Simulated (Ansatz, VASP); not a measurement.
GaN: VASP beside Ansatz

```
Ga N
1.0
     0.00000    2.09042    2.09042
     2.09042    0.00000    2.09042
     2.09042    2.09042    0.00000
Ga N
1 1
Direct
  0.00000 0.00000 0.00000
  0.50000 0.50000 0.50000
```

Alike in both runs: task single point; functional LDA; k mesh 8 × 8 × 8; occupations gaussian, width 0.05 eV; no spin polarisation.

|  | VASP | Ansatz |
| --- | --- | --- |
| version | VASP 6.6.1 | Ansatz 0.2.0 |
| potentials or method | VASP PAW LDA potentials, release 64 (Ga_d, N_h), cutoff 1330 eV | scalar-relativistic, plane waves, PAW |
| valence electrons in the cell | 18 | 18 |

|  | VASP | Ansatz | Ansatz less VASP |
| --- | --- | --- | --- |
| gap on the k mesh at the Fermi level (eV) | 0.64 | 0.62 | -0.021 |
| least direct gap on the mesh (eV) | 3.25 | 3.22 | -0.032 |
| pressure (GPa) | 1.3 | 0.0 | -1.32 |

LDA's correlation is that of Perdew and Zunger in VASP and of Perdew and Wang (1992) in Ansatz.
